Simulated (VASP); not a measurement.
Here is a VASP 6.6.1 calculation.

The input INCAR:

```
PREC = Accurate
ENCUT = 520
EDIFF = 1E-6
ISMEAR = 0
SIGMA = 0.1
LREAL = False
LASPH = True
NELM = 150
ALGO = Normal
ISIF = 2
LWAVE = False
LCHARG = False
ISPIN = 2
MAGMOM = 2.24 0
LORBIT = 11
LMAXMIX = 4
GGA = PE
NBANDS = 19
```

File KPOINTS:

```
Automatic mesh
0
Gamma
  6 6 6
```

The input POSCAR:

```
CoF
1.0
    0.0000000000      2.2823821277      2.2823821277
    2.2823821277      0.0000000000      2.2823821277
    2.2823821277      2.2823821277      0.0000000000
Co F
1 1
Direct
    0.0000000000      0.0000000000      0.0000000000
    0.5000000000      0.5000000000      0.5000000000
```

Potentials or basis: VASP PAW PBE potentials, release 64 (Co, F).

The run is started by

```console
$ cat potpaw_PBE.64/Co/POTCAR potpaw_PBE.64/F/POTCAR > POTCAR
$ mpirun -np 1 vasp_std > vasp.out
```

Predict the pressure.

0.2 GPa.

Predict the net moment.

2.21 μB per cell.

Caveat: the k points lie up to 0.40 Å⁻¹ apart; a cell with one magnetic atom can't hold antiferromagnetic order, which such compounds often take.
